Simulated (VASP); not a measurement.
Runs of VASP 6.6.1 on Ti2HC. The structure is that of space group R-3m (No. 166), or close to it. The cells are those of the table. 

| level | potentials or basis | cell | gap on the mesh (eV) | pressure (GPa) | largest force (eV/Å) |
| --- | --- | --- | --- | --- | --- |
| LDA | VASP PAW LDA potentials, release 64 (Ti_sv, H, C) | a = 5.391 Å, angles 32.5°, 4 atoms | none | (c) | (a) |
| PBEsol | VASP PAW PBE potentials, release 64 (Ti_sv, H, C) | a = 5.049 Å, angles 35.7°, 4 atoms | none | (b) | 6.24 |
| PBEsol | VASP PAW PBE potentials, release 64 (Ti_sv, H, C) | a = 5.189 Å, angles 34.7°, 4 atoms | none | 18.0 | 5.36 |
| PBEsol | VASP PAW PBE potentials, release 64 (Ti_sv, H, C) | a = 5.137 Å, angles 33.3°, 4 atoms | none | 6.3 | 2.82 |

Alike in all rows: task single point; no spin polarisation; k mesh 15 × 15 × 15; cutoff (eV) 520; smearing gaussian 0.1 eV.

Estimate the missing entries.

(a) 1.42; (b) 25.6; (c) -13.0.

Caveats: the PAW data sets were made with another functional, which shifts forces and pressure a little (some runs); forces of over 1 eV/Å act on the atoms, so gaps and moduli don't describe the material at rest (some runs).

A gap of «none» marks levels without a gap at the run's occupations.
